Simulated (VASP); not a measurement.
# AlN (Fm-3m) in VASP: further runs, part 2 of 2

VASP 6.6.1. Earlier steps stand in the parts before.

## Step 4: Single point, PBE+D3(BJ) (volume scaled by 0.98)

File INCAR:

```
SYSTEM = AlN
PREC     = Accurate       ! precision mode
ENCUT    = 600            ! plane-wave cutoff, eV
EDIFF    = 1E-6           ! SCF threshold, eV
ISMEAR   = 0              ! smearing method
SIGMA    = 0.05           ! smearing width, eV
LREAL    = .FALSE.        ! projectors in reciprocal space
LASPH    = .TRUE.         ! aspherical terms in the spheres
NELM     = 120            ! most SCF steps
ALGO     = Normal         ! electronic algorithm
ISIF     = 2              ! what is computed and relaxed
LWAVE    = .FALSE.        ! write WAVECAR
LCHARG   = .FALSE.        ! write CHGCAR
GGA      = PE             ! functional
IVDW     = 12             ! dispersion correction
NBANDS   = 11             ! bands
GGA_COMPAT= .FALSE.
```

File KPOINTS:

```
regular mesh
0
G
  10 10 10
  0 0 0
```

File POSCAR:

```
AlN
1.0
    0.0000000000      2.0041150984      2.0041150984
    2.0041150984      0.0000000000      2.0041150984
    2.0041150984      2.0041150984      0.0000000000
Al N
1 1
Direct
    0.0000000000      0.0000000000      0.0000000000
    0.5000000000      0.5000000000      0.5000000000
```

Potentials or basis: VASP PAW PBE potentials, release 64 (Al, N).

Run with:

```
$ cat potpaw_PBE.64/Al/POTCAR potpaw_PBE.64/N/POTCAR > POTCAR
$ mpirun -np 1 vasp_std > vasp.out
```

OUTCAR:

```text
SYSTEM = AlN
   PREC = Accurate
   ENCUT = 600
   EDIFF = 1E-6
   ISMEAR = 0
   LREAL = .FALSE.
   LASPH = .TRUE.
   NELM = 120
   ISIF = 2
   GGA = PE
   IVDW = 12
 IVDW          = 12

 ion  position               nearest neighbor table
   1  0.000  0.000  0.000-   2 2.00   2 2.00   2 2.00   2 2.00   2 2.00   2 2.00
   2  0.500  0.500  0.500-   1 2.00   1 2.00   1 2.00   1 2.00   1 2.00   1 2.00

  LATTYP: Found a face centered cubic cell.
 ALAT       =     4.0082301968

  Lattice vectors:

 A1 = (   0.0000000000,   2.0041150984,   2.0041150984)
 A2 = (   2.0041150984,   0.0000000000,   2.0041150984)
 A3 = (   2.0041150984,   2.0041150984,   0.0000000000)

Analysis of symmetry for initial positions (statically):
=====================================================================
 Subroutine PRICEL returns:
 Original cell was already a primitive cell.

 Routine SETGRP: Setting up the symmetry group for a
 face centered cubic supercell.

 Subroutine GETGRP returns: Found 48 space group operations
 (whereof 48 operations were pure point group operations)
 out of a pool of 48 trial point group operations.

The static configuration has the point symmetry O_h .

Analysis of symmetry for dynamics (positions and initial velocities):
=====================================================================
 Subroutine PRICEL returns:
 Original cell was already a primitive cell.

 Routine SETGRP: Setting up the symmetry group for a
 face centered cubic supercell.

 Subroutine GETGRP returns: Found 48 space group operations
 (whereof 48 operations were pure point group operations)
 out of a pool of 48 trial point group operations.

The dynamic configuration has the point symmetry O_h .

 Subroutine INISYM returns: Found 48 space group operations
 (whereof 48 operations are pure point group operations),
 and found     1 'primitive' translations

----------------------------------------------------------------------------------------

                                     Primitive cell

  volume of cell :      16.0990

  direct lattice vectors                    reciprocal lattice vectors
     0.000000000  2.004115098  2.004115098    -0.249486669  0.249486669  0.249486669
     2.004115098  0.000000000  2.004115098     0.249486669 -0.249486669  0.249486669
     2.004115098  2.004115098  0.000000000     0.249486669  0.249486669 -0.249486669

  length of vectors
     2.834246753  2.834246753  2.834246753     0.432123586  0.432123586  0.432123586

  position of ions in fractional coordinates (direct lattice)
     0.000000000  0.000000000  0.000000000
     0.500000000  0.500000000  0.500000000

  ion indices of the primitive-cell ions
   primitive index   ion index
                 1           1
                 2           2

----------------------------------------------------------------------------------------

 KPOINTS: regular mesh

Automatic generation of k-mesh.
 Grid dimensions read from file:
 generate k-points for:   10   10   10

 Generating k-lattice:

  Cartesian coordinates                     Fractional coordinates (reciprocal lattice)
    -0.024948667  0.024948667  0.024948667     0.100000000  0.000000000  0.000000000
     0.024948667 -0.024948667  0.024948667     0.000000000  0.100000000  0.000000000
[... 41 lines left out ...]
   number of dos      NEDOS =    301   number of ions     NIONS =      2
   total plane-waves  NPLWV =  13824
   dimension x,y,z NGX =    24 NGY =   24 NGZ =   24
   dimension x,y,z NGXF=    48 NGYF=   48 NGZF=   48
   ions per type =               1   1
   NGX,Y,Z   is equivalent  to a cutoff of  14.08, 14.08, 14.08 a.u.
   NGXF,Y,Z  is equivalent  to a cutoff of  28.15, 28.15, 28.15 a.u.
 SYSTEM =  AlN
   PREC   = accura    normal or accurate (medium, high low for compatibility)
   ISTART =      0    job   : 0-new  1-cont  2-samecut
   ICHARG =      2    charge: 1-file 2-atom 10-const
   ISPIN  =      1    spin polarized calculation?
   LNONCOLLINEAR =      F non collinear calculations
   LSORBIT =      F    spin-orbit coupling
   LASPH  =      T    aspherical Exc in radial PAW
   ENCUT  =  600.0 eV  44.10 Ry    6.64 a.u.   5.66  5.66  5.66*2*pi/ulx,y,z
   NELM   =    120;   NELMIN=  2; NELMDL= -5     # of ELM steps
   EDIFF  = 0.1E-05   stopping-criterion for ELM
   LREAL  =      F    real-space projection
   EDIFFG = 0.1E-04   stopping-criterion for IOM
   NSW    =      0    number of steps for IOM
   IBRION =     -1    ionic relax: 0-MD 1-quasi-New 2-CG
   NFREE  =      0    steps in history (QN), initial steepest desc. (CG)
   ISIF   =      2    stress and relaxation
   ISYM   =      2    0-nonsym 1-usesym 2-fastsym
   POTIM  = 0.5000    time-step for ionic-motion
   TEBEG  =    0.0;   TEEND  =   0.0 temperature during run
   PSTRESS=    0.0 pullay stress
   NELECT =       8.0000    total number of electrons
   NUPDOWN=      -1.0000    fix difference up-down
   EMIN   =  10.00;   EMAX   =-10.00  energy-range for DOS
   EFERMI =   0.00;   METHOD = LEGACY
   ISMEAR =     0;   SIGMA  =   0.05  broadening in eV -4-tet -1-fermi 0-gaus
   EFERMI_NEDOS =   21; number of points for ismear=-14 and -15
   IALGO  =     38    algorithm
   IMIX   =      4    mixing-type and parameters
     AMIX     =   0.40;   BMIX     =  1.00
     AMIX_MAG =   1.60;   BMIX_MAG =  1.00
  volume/ion in A,a.u.               =       8.05        54.32
  Fermi-wavevector in a.u.,A,eV,Ry     =   1.296698  2.450404 22.877185  1.681426
  Thomas-Fermi vector in A             =   2.428138
   LORBIT       =      0    0 simple, 1 ext, 2 COOP (PROOUT), +10 PAW based schemes
   GGA     = PE    functional components
   LHFCALC =     F    Hartree Fock is set to
   AEXX    =    0.0000 exact exchange contribution
   IVDW    =    12    specifies the selected vdW correction
   LEPSILON=     F    determine dielectric tensor
   LRPA    =     F    only Hartree local field effects (RPA)
 non-spin polarized calculation
 Gauss-broadening in eV      SIGMA  =   0.05
  energy-cutoff  :      600.00
  volume of cell :       16.10
 maximum number of plane-waves:       548
   NGX = 11   NGY = 11   NGZ = 11

 number of electron       7.9999999 magnetization

 Free energy of the ion-electron system (eV)
  ---------------------------------------------------
  ext. energy  EPLUGINS =         0.00000000
  ---------------------------------------------------
  free energy    TOTEN  =       -14.51913289 eV

  energy without entropy =      -14.51913289  energy(sigma->0) =      -14.51913289

 E-fermi :  10.6093     XC(G=0): -12.4082

 val. band max:       10.3055006166   @ k =   0.0000   0.0000   0.0000
 cond. band min:      15.1663648115   @ k =   0.5000   0.5000   0.0000
 fundamental gap:      4.8608641948
 Fermi energy:        10.6092584321

 k-point     1 :       0.0000    0.0000    0.0000
  band No.  band energies     occupation
      1      -7.4873      2.00000
      2      10.3055      2.00000
      3      10.3055      2.00000
      4      10.3055      2.00000
      5      16.3665      0.00000
      6      22.5569      0.00000
      7      22.5569      0.00000
      8      22.5569      0.00000
      9      27.7686      0.00000
     10      28.2882      0.00000
     11      28.2882      0.00000
[... 309 lines left out ...]
 k-point    24 :       0.4000    0.3000    0.0000
  band No.  band energies     occupation
      1      -4.3875      2.00000
      2       4.3503      2.00000
      3       7.4364      2.00000
      4       7.9664      2.00000
      5      16.6097      0.00000
      6      17.3370      0.00000
      7      22.8199      0.00000
      8      26.2418      0.00000
      9      27.0385      0.00000
     10      32.4307      0.00000
     11      35.5030      0.00000

 [... further k-points ...]

------------------------ aborting loop because EDIFF is reached ----------------------------------------

 Edisp (eV)   -0.69812

 E8    (eV) :    -0.2723

  FORCE on cell =-STRESS in cart. coord.  units (eV):
  Direction    XX          YY          ZZ          XY          YZ          ZX
  --------------------------------------------------------------------------------------
  -------------------------------------------------------------------------------------
  Total       0.51347     0.51347     0.51347     0.00000    -0.00000     0.00000
  in kB      51.10110    51.10110    51.10110     0.00000    -0.00000     0.00000
  external pressure =       51.10 kB  Pullay stress =        0.00 kB

 VOLUME and BASIS-vectors are now :
 -----------------------------------------------------------------------------
  energy-cutoff  :      600.00
  volume of cell :       16.10
      direct lattice vectors                 reciprocal lattice vectors
     0.000000000  2.004115098  2.004115098    -0.249486669  0.249486669  0.249486669
     2.004115098  0.000000000  2.004115098     0.249486669 -0.249486669  0.249486669
     2.004115098  2.004115098  0.000000000     0.249486669  0.249486669 -0.249486669

 POSITION                                       TOTAL-FORCE (eV/Angst)
 -----------------------------------------------------------------------------------
      0.00000      0.00000      0.00000         0.000000     -0.000000     -0.000000
      2.00412      2.00412      2.00412        -0.000000      0.000000      0.000000
 -----------------------------------------------------------------------------------
    total drift:                               -0.000000     -0.000000      0.000000

  FREE ENERGIE OF THE ION-ELECTRON SYSTEM (eV)
  ---------------------------------------------------
  free  energy   TOTEN  =       -15.2172555639 eV

  energy  without entropy=      -15.2172555639  energy(sigma->0) =      -15.21725556
```

It took 10 s on 1 thread of Intel Xeon 8259CL, shared host; peak memory 0.15 GiB.

What came out:

```yaml
Free_energy: -15.2173 eV
Pressure: 5.1 GPa
Band_gap_on_the_k_mesh: 4.86 eV, indirect (least direct gap 6.06 eV)
Dispersion_energy_per_atom: -0.349 eV
```

Levels at points of the mesh, in eV from the valence-band top:
```csv
k point,band 1,band 2,band 3,band 4,band 5,band 6,band 7,band 8,band 9
"(0.00, 0.00, 0.00)",-17.79,0.00,0.00,0.00,6.06,12.25,12.25,12.25,17.46
"(0.50, 0.00, 0.00)",-14.43,-8.47,-1.13,-1.13,6.30,11.21,11.21,13.70,16.39
"(0.50, 0.50, 0.00)",-13.41,-7.56,-2.87,-2.87,4.86,5.26,14.37,17.67,17.67
```

 A k mesh can miss the band edges.

## Step 5: Single point, PBE+D3(BJ) (volume scaled by 1.02)

File INCAR:

```
ALGO = Normal
EDIFF = 1E-6
ENCUT = 600
GGA = PE
GGA_COMPAT = False
ISIF = 2
ISMEAR = 0
IVDW = 12
LASPH = True
LCHARG = False
LREAL = False
LWAVE = False
NBANDS = 11
NELM = 120
PREC = Accurate
SIGMA = 0.05
```

File KPOINTS:

```
k-points
0
Gamma
  10 10 10
```

File POSCAR:

```
AlN
1.0
    0.0000000000      2.0310191826      2.0310191826
    2.0310191826      0.0000000000      2.0310191826
    2.0310191826      2.0310191826      0.0000000000
Al N
1 1
Direct
    0.0000000000      0.0000000000      0.0000000000
    0.5000000000      0.5000000000      0.5000000000
```

Run with:

```
$ cat potpaw_PBE.64/Al/POTCAR potpaw_PBE.64/N/POTCAR > POTCAR
$ mpirun -np 1 vasp_std > vasp.out
```

Run time: 12 s. Hardware: 1 thread of Intel Xeon 8259CL, shared host; peak memory 0.15 GiB.

Results (log left out):

```
Free energy                : -15.2170 eV
Pressure                   : -5.5 GPa
Band gap on the k mesh     : 4.47 eV, indirect (least direct gap 5.48 eV)
Dispersion energy per atom : -0.335 eV
```

Levels at points of the mesh, in eV from the valence-band top:
```
           k point  band 1  band 2  band 3  band 4  band 5  band 6  band 7  band 8
(0.00, 0.00, 0.00)  -17.43    0.00    0.00    0.00    5.48   12.12   12.12   12.12
(0.50, 0.00, 0.00)  -14.22   -8.22   -1.05   -1.05    6.05   10.89   10.89   13.09
(0.50, 0.50, 0.00)  -13.26   -7.29   -2.76   -2.76    4.47    5.33   13.88   17.03
```

## Step 6: Overview

| cell | gap on the mesh (eV) | pressure (GPa) |
| --- | --- | --- |
| a = 2.853 Å, angles 60.0°, 2 atoms | 4.66 | -0.4 |
| a = 2.834 Å, angles 60.0°, 2 atoms | 4.86 | 5.1 |
| a = 2.872 Å, angles 60.0°, 2 atoms | 4.47 | -5.5 |

Alike in all rows: task single point; level PBE+D3(BJ); potentials or basis VASP PAW PBE potentials, release 64 (Al, N); no spin polarisation; k mesh 10 × 10 × 10; cutoff (eV) 600; smearing gaussian 0.05 eV.

Absolute energies hang on the potentials; compare differences alone.
